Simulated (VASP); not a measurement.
A run of VASP 6.6.1:

File INCAR:

```
ALGO = Normal ; EDIFF = 1E-6
EDIFFG = -0.02 ; ENCUT = 600
GGA = PE ; IBRION = 2
ISIF = 3 ; ISMEAR = 1
LASPH = True ; LCHARG = False
LREAL = False ; LWAVE = False
NELM = 80 ; NSW = 60
PREC = Accurate ; PSTRESS = 200.0
SIGMA = 0.01
```

File KPOINTS:

```
k-points
0
Gamma
  9 9 5
```

Contents of POSCAR:

```
CO2
1.0
    2.6900000000      0.0000000000      0.0000000000
   -1.3450000000      2.3296083362      0.0000000000
    0.0000000000      0.0000000000      4.3040000000
C O
1 2
Direct
    0.0000000000      0.0000000000      0.0000000000
    0.3333333333      0.6666666667      0.2500000000
    0.6666666667      0.3333333333      0.7500000000
```

Potentials or basis: VASP PAW PBE potentials, release 64 (C, O).

Command:

```sh
$ cat potpaw_PBE.64/C/POTCAR potpaw_PBE.64/O/POTCAR > POTCAR
$ mpirun -np 1 vasp_std > vasp.out
```

Hardware: 1 thread of Intel(R) Xeon(R) Platinum 8488C (Sapphire Rapids), on a shared host.

Q: Estimate the wall time of this run.

A: It took 78 s on 1 thread of Intel(R) Xeon(R) Platinum 8488C (Sapphire Rapids), with other jobs on the host, peak memory 0.15 GiB. Counts: scf iterations 87, k points 50, ion steps 12.
